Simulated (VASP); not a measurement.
Pb: single point with r2SCAN

Crystal: Pb.

```
Pb
1.0
     0.00000    1.92976    1.92976
     1.92976    0.00000    1.92976
     1.92976    1.92976    0.00000
Pb
1
Cartesian
  0.0000 0.0000 0.0000
```

| Property | Result |
| --- | --- |
| Program | VASP 6.6.1 |
| Task | single point |
| Functional | r2SCAN |
| Potentials or basis | VASP PAW PBE potentials, release 64 (Pb_d) |
| Cutoff | 520 eV |
| k mesh | 8 × 8 × 8 |
| Occupations | gaussian, width 0.1 eV |
| Spin | no spin polarisation |
| Dipole correction | no |
| Further INCAR settings | ALGO = Normal; EDIFF = 1e-06; NBANDS = 13 |

```json
{"Pressure": "228.5 GPa", "Band gap on the k mesh": "zero (band 7 reaches 29.05 eV, above the bottom of band 8 at 16.68 eV)"}
```

Levels at points of the mesh, in eV from the Fermi level:
```tsv
k point	band 4	band 5	band 6	band 7	band 8	band 9	band 10	band 11
(0.00, 0.00, 0.00)	-21.02	-19.92	-19.92	7.97	12.07	12.07	12.07	19.29
(0.50, 0.00, 0.00)	-19.00	-19.00	-10.81	-9.74	7.59	9.59	9.59	17.37
(0.50, 0.50, 0.00)	-18.77	-18.77	-8.78	-5.94	1.60	1.60	9.12	10.49
```

It took 14 s on 1 thread of Intel(R) Xeon(R) Platinum 8488C (Sapphire Rapids), with other jobs on the host, peak memory 0.13 GiB.

Caveat: the PAW data sets were made with another functional, which shifts forces and pressure a little; spin-orbit coupling is left out, which moves the levels of the heavy elements.
